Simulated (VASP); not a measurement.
A run of VASP 6.6.1:

File INCAR:

```
SYSTEM = PtS2
ALGO = Normal
DIPOL = 0.5 0.5 0.376
EDIFF = 1E-6
ENCUT = 520
GGA = PE
IDIPOL = 3
ISIF = 2
ISMEAR = 0
IVDW = 12
LASPH = .TRUE.
LCHARG = .TRUE.
LDIPOL = .TRUE.
LELF = .TRUE.
LREAL = .FALSE.
LVACPOTAV = .TRUE.
LVHAR = .TRUE.
LWAVE = .FALSE.
NBANDS = 31
NELM = 80
PREC = Accurate
SIGMA = 0.05
```

File KPOINTS:

```
k-points
0
G
  9 9 1
  0 0 0
```

POSCAR

```
PtS2
1.0
    3.5415278079      0.0000000000      0.0000000000
   -1.7707639039      3.0670530498      0.0000000000
    0.0000000000      0.0000000000     22.4670615492
S Pt
4 2
Direct
    0.6666666667      0.3333333333      0.2002932155
    0.3333333333      0.6666666667      0.3108341854
    1.0000000000      0.0000000000      0.4416924195
    1.3333333333     -0.3333333333      0.5522333894
    0.0000000000      0.0000000000      0.2555637004
    1.6666666667      0.3333333333      0.4969629044
```

Potentials or basis: VASP PAW PBE potentials, release 64 (S, Pt).

Run with:

```bash
$ cat potpaw_PBE.64/S/POTCAR potpaw_PBE.64/Pt/POTCAR > POTCAR
$ mpirun -np 1 vasp_std > vasp.out
```

Hardware: 1 thread of AMD EPYC 9R45 96-Core Processor (Zen 5) (shared host).

Estimate the wall time of this run.

Wall time 92 s on 1 thread of AMD EPYC 9R45 96-Core Processor (Zen 5) (shared host), peak memory 0.35 GiB. Counts: scf iterations 19, k points 12.
